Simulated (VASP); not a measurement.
Runs of VASP 6.6.1 on TiAl. The structure is that of space group P4/mmm (No. 123), or close to it. The cells are those of the table. 

| cell | further INCAR settings | gap on the mesh (eV) | pressure (GPa) |
| --- | --- | --- | --- |
| a = 3.269, b = 3.269, c = 3.007 Å, 2 atoms | ALGO = Fast; EDIFF = 1e-07; NBANDS = 14 | none | -2.1 |
| a = 3.454, b = 3.454, c = 2.694 Å, 2 atoms | ALGO = Fast; EDIFF = 1e-07; NBANDS = 14 | none | (a) |
| a = 2.992, b = 2.992, c = 3.590 Å, 2 atoms | ALGO = Fast; EDIFF = 1e-07; NBANDS = 14 | none | -2.3 |
| a = 3.670, b = 3.670, c = 2.385 Å, 2 atoms | ALGO = Fast; EDIFF = 1e-06; NBANDS = 14 | none | 4.6 |
| a = 3.080, b = 3.080, c = 3.388 Å, 2 atoms | ALGO = Fast; EDIFF = 1e-07; NBANDS = 14 | none | -2.3 |
| a = 2.913, b = 2.913, c = 3.787 Å, 2 atoms | ALGO = Fast; EDIFF = 1e-06; NBANDS = 14 | none | -2.2 |
| a = 2.832, b = 2.832, c = 4.005 Å, 2 atoms | ALGO = Fast; EDIFF = 1e-06; NBANDS = 14 | none | -2.1 |
| a = 3.356, b = 3.356, c = 2.853 Å, 2 atoms | ALGO = Fast; EDIFF = 1e-07; NBANDS = 14 | none | -1.5 |
| a = 3.569, b = 3.569, c = 2.523 Å, 2 atoms | ALGO = Fast; EDIFF = 1e-06; NBANDS = 14 | none | 1.9 |
| a = 2.777, b = 2.777, c = 4.166 Å, 2 atoms | ALGO = Fast; EDIFF = 1e-06; NBANDS = 14 | none | (b) |

Alike in all rows: task single point; level PBEsol; potentials or basis VASP PAW PBE potentials, release 64 (Ti_sv, Al); no spin polarisation; k mesh 16 × 16 × 16; cutoff (eV) 520; smearing gaussian 0.15 eV.

Task: Estimate the missing entries.

Result: (a) -0.3; (b) -2.0.

Caveats: the PAW data sets were made with another functional, which shifts forces and pressure a little; the cell stands under pressure (at least some runs).

A gap of «none» marks levels without a gap at the run's occupations.
